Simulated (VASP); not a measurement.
# Ti (P6/mmm) in VASP: a series of runs

Runs on Ti. Level: PBE. Tasks: relaxation of cell and atoms.

Program: VASP 6.6.1. These are calculated values, not measurements. Logs are shortened: lines on timing, memory, paths and dates and some standing lists are left out, and cuts for length are marked.

### 1 The cell of the first run

The structure is hexagonal, space group P6/mmm (No. 191). Conventional cell: a = 2.167 Å, b = 2.167 Å, c = 2.119 Å, α = 90.00°, β = 90.00°, γ = 120.00°. Ti (site symmetry 6/mmm) has 8 Ti at 2.12 to 2.17 Å within 2.8 Å.

This isn't the form of Ti at room conditions, which is hcp.

### 2 Relaxation of cell and atoms, PBE, target pressure 230 GPa, at which the enthalpy is minimised

Contents of INCAR:

```
SYSTEM = Ti
  PREC = Accurate
  ENCUT = 600
  EDIFF = 1E-7
  ISMEAR = -1
  SIGMA = 0.08
  LREAL = .False.
  LASPH = .True.
  NELM = 100
  ALGO = Normal
  ISIF = 3
  LWAVE = .False.
  LCHARG = .False.
  GGA = PE
  IBRION = 2
  NSW = 32
  EDIFFG = -0.005
  PSTRESS = 2300.0
```

Contents of KPOINTS:

```
Automatic mesh
0
Gamma
  20 20 18
  0 0 0
```

Contents of POSCAR:

```
Ti
1.0
    2.1666940095      0.0000000000      0.0000000000
   -1.0833470048      1.8764120545      0.0000000000
    0.0000000000      0.0000000000      2.1193745002
Ti
1
Direct
    0.0000000000      0.0000000000      0.0000000000
```

Potentials or basis: VASP PAW PBE potentials, release 64 (Ti_sv).

The run is started by

```sh
$ cat potpaw_PBE.64/Ti_sv/POTCAR > POTCAR
$ mpirun -np 1 vasp_std > vasp.out
```

OUTCAR:

```text
SYSTEM = Ti
   PREC = Accurate
   ENCUT = 600
   EDIFF = 1E-7
   ISMEAR = -1
   LREAL = .False.
   LASPH = .True.
   NELM = 100
   ISIF = 3
   GGA = PE
   IBRION = 2
   NSW = 32
   EDIFFG = -0.005
   PSTRESS = 2300.0

 ion  position               nearest neighbor table
   1  0.000  0.000  0.000-

  LATTYP: Found a hexagonal cell.
 ALAT       =     2.1666940095
 C/A-ratio  =     0.9781605021

  Lattice vectors:

 A1 = (   2.1666940095,   0.0000000000,   0.0000000000)
 A2 = (  -1.0833470048,   1.8764120545,   0.0000000000)
 A3 = (   0.0000000000,   0.0000000000,   2.1193745002)

Analysis of symmetry for initial positions (statically):
=====================================================================
 Subroutine PRICEL returns:
 Original cell was already a primitive cell.

 Routine SETGRP: Setting up the symmetry group for a
 hexagonal supercell.

 Subroutine GETGRP returns: Found 24 space group operations
 (whereof 24 operations were pure point group operations)
 out of a pool of 24 trial point group operations.

The static configuration has the point symmetry D_6h.

Analysis of symmetry for dynamics (positions and initial velocities):
=====================================================================
 Subroutine PRICEL returns:
 Original cell was already a primitive cell.

 Routine SETGRP: Setting up the symmetry group for a
 hexagonal supercell.

 Subroutine GETGRP returns: Found 24 space group operations
 (whereof 24 operations were pure point group operations)
 out of a pool of 24 trial point group operations.

The dynamic configuration has the point symmetry D_6h.

 Subroutine INISYM returns: Found 24 space group operations
 (whereof 24 operations are pure point group operations),
 and found     1 'primitive' translations

----------------------------------------------------------------------------------------

                                     Primitive cell

  volume of cell :       8.6166

  direct lattice vectors                    reciprocal lattice vectors
     2.166694010  0.000000000  0.000000000     0.461532637  0.266465992  0.000000000
    -1.083347005  1.876412055  0.000000000     0.000000000  0.532931985  0.000000000
     0.000000000  0.000000000  2.119374500     0.000000000  0.000000000  0.471837327

  length of vectors
     2.166694010  2.166694010  2.119374500     0.532931985  0.532931985  0.471837327

  position of ions in fractional coordinates (direct lattice)
     0.000000000  0.000000000  0.000000000

  ion indices of the primitive-cell ions
   primitive index   ion index
                 1           1

----------------------------------------------------------------------------------------

 KPOINTS: Automatic mesh

Automatic generation of k-mesh.
 Grid dimensions read from file:
 generate k-points for:   20   20   18

 Generating k-lattice:

  Cartesian coordinates                     Fractional coordinates (reciprocal lattice)
     0.023076632  0.013323300  0.000000000     0.050000000 -0.000000000  0.000000000
     0.000000000  0.026646599  0.000000000     0.000000000  0.050000000  0.000000000
     0.000000000  0.000000000  0.026213185     0.000000000  0.000000000  0.055555556

  Length of vectors
     0.026646599  0.026646599  0.026213185

  Shift w.r.t. Gamma in fractional coordinates (k-lattice)
     0.000000000  0.000000000  0.000000000

 Subroutine IBZKPT returns following result:
 ===========================================

 Found    440 irreducible k-points:

 Following reciprocal coordinates:
            Coordinates               Weight
  0.000000  0.000000  0.000000      1.000000
  0.050000 -0.000000  0.000000      6.000000
  0.100000 -0.000000  0.000000      6.000000
  0.150000  0.000000  0.000000      6.000000
  0.200000 -0.000000  0.000000      6.000000
  0.250000 -0.000000  0.000000      6.000000
[... 16 lines left out ...]
  0.200000  0.100000  0.000000     12.000000
  0.250000  0.100000  0.000000     12.000000
 [... further k-points ...]
   k-points           NKPTS =    440   k-points in BZ     NKDIM =    440   number of bands    NBANDS=     10
   number of dos      NEDOS =    301   number of ions     NIONS =      1
   total plane-waves  NPLWV =   5832
   dimension x,y,z NGX =    18 NGY =   18 NGZ =   18
   dimension x,y,z NGXF=    36 NGYF=   36 NGZF=   36
   ions per type =               1
   NGX,Y,Z   is equivalent  to a cutoff of  13.81, 13.81, 14.12 a.u.
   NGXF,Y,Z  is equivalent  to a cutoff of  27.62, 27.62, 28.24 a.u.
 SYSTEM =  Ti
   PREC   = accura    normal or accurate (medium, high low for compatibility)
   ISTART =      0    job   : 0-new  1-cont  2-samecut
   ICHARG =      2    charge: 1-file 2-atom 10-const
   ISPIN  =      1    spin polarized calculation?
   LNONCOLLINEAR =      F non collinear calculations
   LSORBIT =      F    spin-orbit coupling
   LASPH  =      T    aspherical Exc in radial PAW
   ENCUT  =  600.0 eV  44.10 Ry    6.64 a.u.   4.33  4.33  4.23*2*pi/ulx,y,z
   NELM   =    100;   NELMIN=  2; NELMDL= -5     # of ELM steps
   EDIFF  = 0.1E-06   stopping-criterion for ELM
   LREAL  =      F    real-space projection
   EDIFFG = -.5E-02   stopping-criterion for IOM
   NSW    =     32    number of steps for IOM
   IBRION =      2    ionic relax: 0-MD 1-quasi-New 2-CG
   NFREE  =      1    steps in history (QN), initial steepest desc. (CG)
   ISIF   =      3    stress and relaxation
   ISYM   =      2    0-nonsym 1-usesym 2-fastsym
   POTIM  = 0.5000    time-step for ionic-motion
   TEBEG  =    0.0;   TEEND  =   0.0 temperature during run
   PSTRESS= 2300.0 pullay stress
   NELECT =      12.0000    total number of electrons
   NUPDOWN=      -1.0000    fix difference up-down
   EMIN   =  10.00;   EMAX   =-10.00  energy-range for DOS
   EFERMI =   0.00;   METHOD = LEGACY
   ISMEAR =    -1;   SIGMA  =   0.08  broadening in eV -4-tet -1-fermi 0-gaus
   EFERMI_NEDOS =   21; number of points for ismear=-14 and -15
   IALGO  =     38    algorithm
   IMIX   =      4    mixing-type and parameters
     AMIX     =   0.40;   BMIX     =  1.00
     AMIX_MAG =   1.60;   BMIX_MAG =  1.00
  volume/ion in A,a.u.               =       8.62        58.15
  Fermi-wavevector in a.u.,A,eV,Ry     =   1.828202  3.454800 45.475038  3.342321
  Thomas-Fermi vector in A             =   2.883141
   LORBIT       =      0    0 simple, 1 ext, 2 COOP (PROOUT), +10 PAW based schemes
   GGA     = PE    functional components
   LHFCALC =     F    Hartree Fock is set to
   AEXX    =    0.0000 exact exchange contribution
   IVDW    =     0    specifies the selected vdW correction
   LEPSILON=     F    determine dielectric tensor
   LRPA    =     F    only Hartree local field effects (RPA)
 conjugate gradient relaxation of ions
 non-spin polarized calculation
  energy-cutoff  :      600.00
  volume of cell :        8.62
 maximum number of plane-waves:       308
 NGX is ok and might be reduce to    18
   NGX =  9   NGY =  9   NGZ =  9

--------------------------------------- Ionic step        1  -------------------------------------------

 number of electron      11.9999997 magnetization

 Free energy of the ion-electron system (eV)
  ---------------------------------------------------
  ext. energy  EPLUGINS =         0.00000000
  ---------------------------------------------------
  free energy    TOTEN  =        -3.69800705 eV

  energy without entropy =       -3.68383812  energy(sigma->0) =       -3.69092259

------------------------ aborting loop because EDIFF is reached ----------------------------------------

  FORCE on cell =-STRESS in cart. coord.  units (eV):
  Direction    XX          YY          ZZ          XY          YZ          ZX
  --------------------------------------------------------------------------------------
  -------------------------------------------------------------------------------------
  Total       12.6018284     12.6018284     12.4537068     -0.0000000     -0.0000000      0.0000000
  in kB     2343.2069345   2343.2069346   2315.6649195     -0.0000001     -0.0000000      0.0000000
  external PRESSURE =      34.0262628 kB  Pullay stress =    2300.0000000 kB
[... 170 lines left out ...]
  enthalpy is  TOTEN    =         8.6708597171 eV   P V=       12.4232806173

--------------------------------------- Ionic step        6  -------------------------------------------

 number of electron      11.9999996 magnetization

 Free energy of the ion-electron system (eV)
  ---------------------------------------------------
  ext. energy  EPLUGINS =         0.00000000
  ---------------------------------------------------
  free energy    TOTEN  =        -3.75573949 eV

  energy without entropy =       -3.74150729  energy(sigma->0) =       -3.74862339

 E-fermi :  17.7079     XC(G=0): -15.2030

 val. band max:       17.6975582542   @ k =   0.2000   0.2000   0.0000
 cond. band min:      17.7099732427   @ k =   0.3500   0.2000   0.1111
 fundamental gap:      0.0124149885
 Fermi energy:        17.7078748017

 k-point     1 :       0.0000    0.0000    0.0000
  band No.  band energies     occupation
      1     -39.7032      2.00000
      2     -12.8080      2.00000
      3     -12.2091      2.00000
      4     -12.2091      2.00000
      5      11.9369      2.00000
      6      13.8837      2.00000
      7      18.7755      0.00000
      8      18.7755      0.00000
      9      25.7758      0.00000
     10      25.7758      0.00000
[... 287 lines left out ...]
 k-point    24 :       0.2500    0.1000    0.0000
  band No.  band energies     occupation
      1     -38.5924      2.00000
      2     -16.0072      2.00000
      3     -13.3264      2.00000
      4     -12.2909      2.00000
      5      14.4709      2.00000
      6      15.2935      2.00000
      7      18.8090      0.00000
      8      22.0330      0.00000
      9      24.2660      0.00000
     10      24.7994      0.00000

 [... further k-points ...]

------------------------ aborting loop because EDIFF is reached ----------------------------------------

  FORCE on cell =-STRESS in cart. coord.  units (eV):
  Direction    XX          YY          ZZ          XY          YZ          ZX
  --------------------------------------------------------------------------------------
  -------------------------------------------------------------------------------------
  Total       12.4281677     12.4281677     12.4271685     -0.0000000     -0.0000000      0.0000000
  in kB     2300.2979445   2300.2979447   2300.1130047     -0.0000001     -0.0000000      0.0000000
  external PRESSURE =       0.2362980 kB  Pullay stress =    2300.0000000 kB
[... 16 lines left out ...]
  FREE ENERGIE OF THE ION-ELECTRON SYSTEM (eV)
  ---------------------------------------------------
  free  energy   TOTEN  =        -3.7557394857 eV

  energy  without entropy=       -3.7415072884  energy(sigma->0) =       -3.74862339

  enthalpy is  TOTEN    =         8.6708184609 eV   P V=       12.4265579466

 reached required accuracy - stopping structural energy minimisation
```

Wall time 2.4 min (1 thread of Intel Xeon 8259CL, shared host); peak memory 0.17 GiB.

Results:

| Quantity | Value |
| --- | --- |
| Free energy | -3.7557 eV |
| Relaxed volume | 8.66 Å³/atom |
| Relaxed cell | a = 2.173 Å, b = 2.173 Å, c = 2.117 Å, α = 90.00°, β = 90.00°, γ = 120.00° |
| Space group after relaxing (to 0.1 Å) | P6/mmm (No. 191) |
| Energy change on relaxing (the run minimises the enthalpy) | -57.7 meV/atom |
| Ionic steps | 6 |
| Pressure after relaxing | 230.0 GPa |
| Band gap on the k mesh | zero (bands 6 and 7 overlap by 3.42 eV) |

Step by step:
```tsv
step	energy change (eV)	largest force (eV/Å)	pressure (GPa)	volume (Å³)
1	0.0000	0.0000	233.40	8.62
2	-0.3214	0.0000	214.34	8.85
3	-0.0641	0.0000	229.60	8.66
4	-0.0628	0.0000	229.61	8.66
5	-0.0544	0.0000	230.15	8.65
6	-0.0577	0.0000	230.02	8.66
```

Final structure:
```
Ti
1.0
     2.17306    0.00000    0.00000
    -1.08653    1.88193    0.00000
     0.00000    0.00000    2.11669
Ti
1
Direct
  0.00000 0.00000 0.00000
```

Levels at points of the mesh, in eV from the Fermi level:
```
           k point  band 4  band 5  band 6  band 7  band 8  band 9
(0.00, 0.00, 0.00)  -29.92   -5.77   -3.82    1.07    1.07    8.07
(0.50, 0.00, 0.00)  -29.76   -5.26   -0.96    2.83    5.21    7.02
(0.00, 0.00, 0.50)  -29.48   -1.26    2.20    2.20    2.38    4.18
(0.50, 0.00, 0.50)  -30.59   -7.11   -2.96    2.01    9.27   10.23
```

Caveat: the cell is relaxed towards a set pressure, so the run minimises the enthalpy, not the energy.

### 3 Relaxation of cell and atoms, PBE, target pressure 230 GPa, at which the enthalpy is minimised

This run uses another cell than the first one, of 8.65 Å³/atom.

Contents of INCAR:

```
PREC = Accurate
ENCUT = 600
EDIFF = 1E-6
ISMEAR = -1
SIGMA = 0.08
LREAL = F
LASPH = T
NELM = 80
ALGO = Normal
ISIF = 3
LWAVE = F
LCHARG = F
GGA = PE
IBRION = 2
NSW = 60
EDIFFG = -0.005
PSTRESS = 2300.0
```

Contents of KPOINTS:

```
regular mesh
0
Gamma
  20 20 18
```

Contents of POSCAR:

```
Ti
1.0
    2.1981192142      0.0000000000      0.0000000000
   -1.0990596071      1.9036270801      0.0000000000
    0.0000000000      0.0000000000      2.0662320614
Ti
1
Direct
    0.0000000000      0.0000000000      0.0000000000
```

Potentials or basis: VASP PAW PBE potentials, release 64 (Ti_sv).

The run is started by

```sh
$ cat potpaw_PBE.64/Ti_sv/POTCAR > POTCAR
$ mpirun -np 1 vasp_std > vasp.out
```

Run time: 3.1 min. Hardware: 1 thread of Intel Xeon 8259CL, shared host; peak memory 0.18 GiB.

Results (log left out):

```
Free energy                                                : -3.7576 eV
Relaxed volume                                             : 8.66 Å³/atom
Relaxed cell                                               : a = 2.173 Å, b = 2.173 Å, c = 2.117 Å, α = 90.00°, β = 90.00°, γ = 120.00°
Space group after relaxing (to 0.1 Å)                      : P6/mmm (No. 191)
Energy change on relaxing (the run minimises the enthalpy) : -36.5 meV/atom
Ionic steps                                                : 9
Pressure after relaxing                                    : 230.0 GPa
Band gap on the k mesh                                     : zero (bands 6 and 7 overlap by 3.42 eV)
```

Step by step:
```csv
step,energy change (eV),largest force (eV/Å),pressure (GPa),volume (Å³)
1,0.0000,0.0000,231.93,8.65
2,-0.1439,0.0000,222.55,8.76
3,-0.0947,0.0000,226.36,8.70
4,-0.0913,0.0000,226.41,8.70
5,-0.0893,0.0000,226.62,8.69
6,0.2000,0.0000,243.88,8.50
7,-0.0341,0.0000,230.12,8.66
8,-0.0352,0.0000,230.01,8.66
9,-0.0365,0.0000,230.00,8.66
```

Final structure:
```yaml
crystal:
  lattice:
    - [2.17302, 0.00000, 0.00000]
    - [-1.08651, 1.88189, 0.00000]
    - [0.00000, 0.00000, 2.11709]
  atoms:
    - { symbol: Ti, position: [0.00000, 0.00000, 0.00000] }
```

Levels at points of the mesh, in eV from the Fermi level:
```tsv
k point	band 3	band 4	band 5	band 6	band 7	band 8	band 9	band 10
(0.00, 0.00, 0.00)	-29.92	-29.92	-5.77	-3.82	1.07	1.07	8.07	8.07
(0.50, 0.00, 0.00)	-31.13	-29.76	-5.26	-0.96	2.82	5.21	7.02	8.92
(0.00, 0.00, 0.50)	-29.48	-29.48	-1.26	2.20	2.20	2.38	4.18	4.18
(0.50, 0.00, 0.50)	-33.92	-30.59	-7.10	-2.96	2.02	9.27	10.23	11.08
```

Caveat: the cell is relaxed towards a set pressure, so the run minimises the enthalpy, not the energy.
